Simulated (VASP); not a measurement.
# AgB2 (P6/mmm) in VASP: a series of runs, part 2 of 2

VASP 6.6.1. The steps go on from the part before.

**3. Single point, PBE, non-collinear spin, zero start, spin-orbit coupling**

INCAR

```
ALGO = Normal
EDIFF = 1E-6
ENCUT = 520
GGA = PE
GGA_COMPAT = F
ISIF = 2
ISMEAR = 1
LASPH = T
LCHARG = F
LMAXMIX = 4
LORBIT = 11
LORBMOM = T
LREAL = F
LSORBIT = T
LWAVE = F
MAGMOM = 0 0 0 0 0 0 0 0 0
NBANDS = 30
NELM = 150
PREC = Accurate
SIGMA = 0.05
```

KPOINTS

```
k-points
0
Gamma
  9 9 7
```

POSCAR

```
AgB2
1.0
    3.0000000000      0.0000000000      0.0000000000
   -1.5000000000      2.5980762114      0.0000000000
    0.0000000000      0.0000000000      3.2400000000
Ag B
1 2
Direct
    0.0000000000      0.0000000000      0.0000000000
    0.6666666667      0.3333333333      0.5000000000
    0.3333333333      0.6666666667      0.5000000000
```

Potentials or basis: VASP PAW PBE potentials, release 64 (Ag, B).

Launch:

```
$ cat potpaw_PBE.64/Ag/POTCAR potpaw_PBE.64/B/POTCAR > POTCAR
$ mpirun -np 1 vasp_ncl > vasp.out
```

OUTCAR:

```text
EDIFF = 1E-6
   ENCUT = 520
   GGA = PE
   ISIF = 2
   ISMEAR = 1
   LASPH = T
   LORBIT = 11
   LREAL = F
   LSORBIT = T
   NELM = 150
   PREC = Accurate

 ion  position               nearest neighbor table
   1  0.000  0.000  0.000-   2 2.37   3 2.37   2 2.37   3 2.37   2 2.37   2 2.37   3 2.37   3 2.37
                             2 2.37   2 2.37   3 2.37   3 2.37
   2  0.667  0.333  0.500-   3 1.73   3 1.73   3 1.73   1 2.37   1 2.37   1 2.37   1 2.37   1 2.37
                             1 2.37
   3  0.333  0.667  0.500-   2 1.73   2 1.73   2 1.73   1 2.37   1 2.37   1 2.37   1 2.37   1 2.37
                             1 2.37

  LATTYP: Found a hexagonal cell.
 ALAT       =     3.0000000000
 C/A-ratio  =     1.0800000000

  Lattice vectors:

 A1 = (   3.0000000000,   0.0000000000,   0.0000000000)
 A2 = (  -1.5000000000,   2.5980762114,   0.0000000000)
 A3 = (   0.0000000000,   0.0000000000,   3.2400000000)

Analysis of symmetry for initial positions (statically):
=====================================================================
 Subroutine PRICEL returns:
 Original cell was already a primitive cell.

 Routine SETGRP: Setting up the symmetry group for a
 hexagonal supercell.

 Subroutine GETGRP returns: Found 24 space group operations
 (whereof 24 operations were pure point group operations)
 out of a pool of 24 trial point group operations.

The static configuration has the point symmetry D_6h.

Analysis of symmetry for dynamics (positions and initial velocities):
=====================================================================
 Subroutine PRICEL returns:
 Original cell was already a primitive cell.

 Routine SETGRP: Setting up the symmetry group for a
 hexagonal supercell.

 Subroutine GETGRP returns: Found 24 space group operations
 (whereof 24 operations were pure point group operations)
 out of a pool of 24 trial point group operations.

The dynamic configuration has the point symmetry D_6h.

Analysis of structural, dynamic, and magnetic symmetry:
=====================================================================
 Subroutine PRICEL returns:
 Original cell was already a primitive cell.

 Routine SETGRP: Setting up the symmetry group for a
 hexagonal supercell.

 Subroutine GETGRP returns: Found 24 space group operations
 (whereof 24 operations were pure point group operations)
 out of a pool of 24 trial point group operations.

The overall configuration has the point symmetry D_6h.

 Subroutine INISYM returns: Found 24 space group operations
 (whereof 24 operations are pure point group operations),
 and found     1 'primitive' translations

----------------------------------------------------------------------------------------

                                     Primitive cell

  volume of cell :      25.2533

  direct lattice vectors                    reciprocal lattice vectors
     3.000000000  0.000000000  0.000000000     0.333333333  0.192450090  0.000000000
    -1.500000000  2.598076211  0.000000000     0.000000000  0.384900179  0.000000000
[... 921 lines left out ...]

  FORCE on cell =-STRESS in cart. coord.  units (eV):
  Direction    XX          YY          ZZ          XY          YZ          ZX
  --------------------------------------------------------------------------------------
  -------------------------------------------------------------------------------------
  Total        6.6926000      6.6926001     12.1010554      0.0000000     -0.0000000      0.0000000
  in kB      424.6071503    424.6071504    767.7426741      0.0000000     -0.0000000      0.0000000
  external PRESSURE =     538.9856583 kB  Pullay stress =       0.0000000 kB

 VOLUME and BASIS-vectors are now :
 -----------------------------------------------------------------------------
  energy-cutoff  :      520.00
  volume of cell :       25.25
      direct lattice vectors                 reciprocal lattice vectors
     3.000000000  0.000000000  0.000000000     0.333333333  0.192450090  0.000000000
    -1.500000000  2.598076211  0.000000000     0.000000000  0.384900179  0.000000000
     0.000000000  0.000000000  3.240000000     0.000000000  0.000000000  0.308641975

 POSITION                                       TOTAL-FORCE (eV/Angst)
 -----------------------------------------------------------------------------------
      0.00000      0.00000      0.00000         0.000000     -0.000000      0.000000
      1.50000      0.86603      1.62000        -0.000000      0.000000     -0.000000
     -0.00000      1.73205      1.62000         0.000000      0.000000      0.000000
 -----------------------------------------------------------------------------------
    total drift:                               -0.000000      0.000000     -0.000000

  FREE ENERGIE OF THE ION-ELECTRON SYSTEM (eV)
  ---------------------------------------------------
  free  energy   TOTEN  =       -13.2897599488 eV

  energy  without entropy=      -13.2892449816  energy(sigma->0) =      -13.28958829

 orbital moment (x)

 # of ion     p       d       tot
 ----------------------------------------
  1        -0.000  -0.000  -0.000
  2         0.000   0.000   0.000
  3        -0.000   0.000  -0.000
 ----------------------------------------
           -0.000  -0.000  -0.000

 orbital moment (y)

 # of ion     p       d       tot
 ----------------------------------------
  1         0.000   0.000   0.000
  2         0.000   0.000   0.000
  3         0.000   0.000   0.000
 ----------------------------------------
            0.000   0.000   0.000

 orbital moment (z)

 # of ion     p       d       tot
 ----------------------------------------
  1        -0.000   0.000   0.000
  2         0.000   0.000   0.000
  3         0.000   0.000   0.000
 ----------------------------------------
            0.000   0.000   0.000

 Spin-Orbit-Coupling matrix elements

 Ion:    1  E_soc:     -0.0642584
 l=   1
     0.0000000    -0.0029129    -0.0027155
    -0.0029129     0.0000000    -0.0029129
    -0.0027155    -0.0029129     0.0000000
 l=   2
     0.0000000    -0.0017334     0.0000000    -0.0017334    -0.0063679
    -0.0017334     0.0000000    -0.0041999    -0.0018866    -0.0017334
     0.0000000    -0.0041999     0.0000000    -0.0041999     0.0000000
    -0.0017334    -0.0018866    -0.0041999     0.0000000    -0.0017334
    -0.0063679    -0.0017334     0.0000000    -0.0017334     0.0000000
 l=   3
     0.0000000     0.0000000     0.0000000     0.0000000     0.0000000     0.0000000     0.0000000
     0.0000000     0.0000000     0.0000000     0.0000000     0.0000000     0.0000000     0.0000000
     0.0000000     0.0000000     0.0000000     0.0000000     0.0000000     0.0000000     0.0000000
     0.0000000     0.0000000     0.0000000     0.0000000     0.0000000     0.0000000     0.0000000
[... 29 lines left out ...]
 l=   2
     0.0000000     0.0000000     0.0000000     0.0000000     0.0000000
     0.0000000     0.0000000     0.0000000     0.0000000     0.0000000
     0.0000000     0.0000000     0.0000000     0.0000000     0.0000000
     0.0000000     0.0000000     0.0000000     0.0000000     0.0000000
     0.0000000     0.0000000     0.0000000     0.0000000     0.0000000
 l=   3
     0.0000000     0.0000000     0.0000000     0.0000000     0.0000000     0.0000000     0.0000000
     0.0000000     0.0000000     0.0000000     0.0000000     0.0000000     0.0000000     0.0000000
     0.0000000     0.0000000     0.0000000     0.0000000     0.0000000     0.0000000     0.0000000
     0.0000000     0.0000000     0.0000000     0.0000000     0.0000000     0.0000000     0.0000000
     0.0000000     0.0000000     0.0000000     0.0000000     0.0000000     0.0000000     0.0000000
     0.0000000     0.0000000     0.0000000     0.0000000     0.0000000     0.0000000     0.0000000
     0.0000000     0.0000000     0.0000000     0.0000000     0.0000000     0.0000000     0.0000000

 total charge

# of ion       s       p       d       tot
------------------------------------------
    1        0.434   0.564   9.223  10.222
    2        0.720   1.299   0.000   2.019
    3        0.720   1.299   0.000   2.019
--------------------------------------------------
tot          1.875   3.162   9.223  14.260

 magnetization (x)

# of ion       s       p       d       tot
------------------------------------------
    1        0.000   0.000   0.000   0.000
    2        0.000  -0.000   0.000  -0.000
    3        0.000  -0.000   0.000  -0.000
--------------------------------------------------
tot          0.000  -0.000   0.000  -0.000

 magnetization (y)

# of ion       s       p       d       tot
------------------------------------------
    1       -0.000   0.000   0.000  -0.000
    2        0.000   0.000   0.000   0.000
    3        0.000   0.000   0.000   0.000
--------------------------------------------------
tot         -0.000   0.000   0.000  -0.000

 magnetization (z)

# of ion       s       p       d       tot
------------------------------------------
    1        0.000   0.000  -0.000   0.000
    2        0.000   0.000   0.000   0.000
    3        0.000   0.000   0.000   0.000
--------------------------------------------------
tot          0.000   0.000  -0.000   0.000
```

OSZICAR:

```text
N       E                     dE             d eps       ncg     rms          rms(c)
DAV:   1     0.941681406104E+02    0.94168E+02   -0.80953E+03  2896   0.111E+03
DAV:   2    -0.136048293318E+02   -0.10777E+03   -0.99584E+02  3266   0.274E+02
DAV:   3    -0.176505011004E+02   -0.40457E+01   -0.39803E+01  3428   0.543E+01
DAV:   4    -0.176680867628E+02   -0.17586E-01   -0.17578E-01  3224   0.356E+00
DAV:   5    -0.176681905928E+02   -0.10383E-03   -0.10383E-03  3364   0.275E-01    0.190E+01
DAV:   6    -0.135839105455E+02    0.40843E+01   -0.87268E+00  3180   0.486E+01    0.166E+01
DAV:   7    -0.133499861614E+02    0.23392E+00   -0.20025E+00  3152   0.155E+01    0.840E+00
DAV:   8    -0.132925566649E+02    0.57429E-01   -0.12015E-01  3340   0.308E+00    0.194E+00
DAV:   9    -0.132909003399E+02    0.16563E-02   -0.46589E-03  3194   0.847E-01    0.712E-01
DAV:  10    -0.132899784603E+02    0.92188E-03   -0.76244E-04  3220   0.266E-01    0.164E-01
DAV:  11    -0.132897609054E+02    0.21755E-03   -0.37322E-04  3180   0.183E-01    0.457E-02
DAV:  12    -0.132897598741E+02    0.10313E-05   -0.37943E-05  3194   0.586E-02    0.128E-02
DAV:  13    -0.132897599488E+02   -0.74693E-07   -0.10673E-06  2902   0.137E-02
   1 F= -.13289760E+02 E0= -.13289588E+02  d E =-.514967E-03  mag=    -0.0000     0.0000    -0.0000
```

It took 36 s on 1 thread of AMD EPYC 9R45 (Zen 5), shared host; peak memory 0.2 GiB.

What came out:

```yaml
Free_energy: -13.2898 eV
Pressure: 53.9 GPa
Net_moment: 0.00 μB per cell
Valence_electrons_inside_the_program's_atomic_spheres: Ag 10.22; B 2.02
```

Moments on the atoms (μB; x, y, z):
```
Ag  0.00 0.00 0.00
B   0.00 0.00 0.00
B   0.00 0.00 0.00
```

Caveat: the cell stands under pressure.
